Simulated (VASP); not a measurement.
**Ge: single point with HSE06**

Ge:

```
Ge
1.0
     0.00000    2.88439    2.88439
     2.88439    0.00000    2.88439
     2.88439    2.88439    0.00000
Ge
2
Direct
  0.75000 0.75000 0.75000
  0.50000 0.50000 0.50000
```

```yaml
Program: VASP 6.6.1
Task: single point
Functional: HSE06
Potentials_or_basis: VASP PAW PBE potentials, release 64 (Ge_d)
Cutoff: 520 eV
k_mesh: 4 × 4 × 4
Occupations: fermi-dirac, width 0.05 eV
Spin: no spin polarisation
Dipole_correction: no
Grid_for_exact_exchange_PRECFOCK: Normal
Further_INCAR_settings: ALGO = Normal; EDIFF = 1e-07; NBANDS = 21
Screening_parameter: 0.2079 1/Å
```

```yaml
Pressure: -2.9 GPa
Band_gap_on_the_k_mesh: 0.36 eV, direct
```

Levels at points of the mesh, in eV from the valence-band top:
```
           k point  band 10  band 11  band 12  band 13  band 14  band 15  band 16  band 17  band 18  band 19
(0.00, 0.00, 0.00)   -27.64   -13.55     0.00     0.00     0.00     0.36     3.21     3.21     3.21     7.12
(0.50, 0.00, 0.00)   -27.62   -11.38    -7.99    -1.42    -1.42     0.67     4.44     4.44     7.91    11.24
(0.50, 0.50, 0.00)   -27.61    -9.45    -9.45    -3.13    -3.13     1.38     1.38    10.31    10.31    12.28
```

It took 18 min on 1 thread of Intel(R) Xeon(R) Platinum 8259CL CPU @ 2.50GHz (Skylake/Cascade Lake) (shared host), peak memory 0.27 GiB.

Caveat: the k points lie up to 0.47 Å⁻¹ apart; the PAW data sets were made with another functional, which shifts forces and pressure a little. A k mesh can miss the band edges.
